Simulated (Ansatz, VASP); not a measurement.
One calculation of NaH, two programs

```
CELL_PARAMETERS angstrom
0.00000 2.44344 2.44344
2.44344 0.00000 2.44344
2.44344 2.44344 0.00000
ATOMIC_POSITIONS crystal
Na 0.00000 0.00000 0.00000
H 0.50000 0.50000 0.50000
```

Alike in both runs: task single point; functional PBE; k mesh 12 × 12 × 12; occupations gaussian, width 0.05 eV; no spin polarisation.

|  | VASP | Ansatz |
| --- | --- | --- |
| version | VASP 6.6.1 | Ansatz 0.2.0 |
| potentials or method | VASP PAW PBE potentials, release 64 (Na_pv, H), cutoff 520 eV | scalar-relativistic, plane waves, PAW |
| valence electrons in the cell | 8 | 10 |

Ansatz gave:

| Property | Result |
| --- | --- |
| gap on the k mesh at the Fermi level (eV) | 3.71 |
| least direct gap on the mesh (eV) | 4.55 |
| pressure (GPa) | -0.7 |

Question: Which values does VASP return?

Answer: gap on the k mesh at the Fermi level (eV): 3.70; least direct gap on the mesh (eV): 4.54; pressure (GPa): -0.8.

VASP's potentials hold 8 valence electrons a cell and Ansatz's 10, so a difference there can come from the potentials and not from the codes.
